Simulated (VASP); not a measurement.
Pt: single point with PBEsol

The system is Pt.

```
CELL_PARAMETERS angstrom
0.00489 1.95790 1.95790
1.95790 0.00489 1.95790
1.96279 1.96279 0.00000
ATOMIC_POSITIONS crystal
Pt 0.00000 0.00000 0.00000
```

This cell differs from its parent crystal: strain +0.0050 x Voigt [0, 0, 0, 0, 0, 1].

| Quantity | Value |
| --- | --- |
| Program | VASP 6.6.1 |
| Task | single point |
| Functional | PBEsol |
| Potentials or basis | VASP PAW PBE potentials, release 64 (Pt) |
| Cutoff | 520 eV |
| k mesh | 20 × 20 × 20 |
| Occupations | gaussian, width 0.15 eV |
| Spin | no spin polarisation |

```
Pressure               : 0.2 GPa
Band gap on the k mesh : zero (band 5 reaches 11.69 eV, above the bottom of band 6 at 9.43 eV)
```

Stress tensor (GPa, compression positive):
```
 0.20 -0.41  0.00
-0.41  0.20  0.00
 0.00  0.00  0.17
```

Levels at points of the mesh, in eV from the Fermi level:
```tsv
k point	band 2	band 3	band 4	band 5	band 6	band 7	band 8	band 9
(0.00, 0.00, 0.00)	-3.87	-3.84	-3.81	-1.65	-1.64	14.60	19.51	19.59
(0.50, 0.00, 0.00)	-3.93	-3.87	-0.56	0.03	0.06	5.87	14.14	18.89
(0.50, 0.50, 0.00)	-6.70	0.01	0.49	0.50	1.69	8.87	11.25	11.43
(0.00, 0.00, 0.50)	-3.93	-3.87	-0.60	0.02	0.05	5.80	14.18	18.97
(0.50, 0.00, 0.50)	-6.70	0.01	0.49	0.49	1.69	8.87	11.34	11.34
```

Wall time 61 s on 1 thread of Intel(R) Xeon(R) 6975P-C (Granite Rapids), on a shared host, peak memory 0.31 GiB.

Caveat: the cell differs from its parent crystal (strain +0.0050 x Voigt [0, 0, 0, 0, 0, 1]); the PAW data sets were made with another functional, which shifts forces and pressure a little; spin-orbit coupling is left out, which moves the levels of the heavy elements.
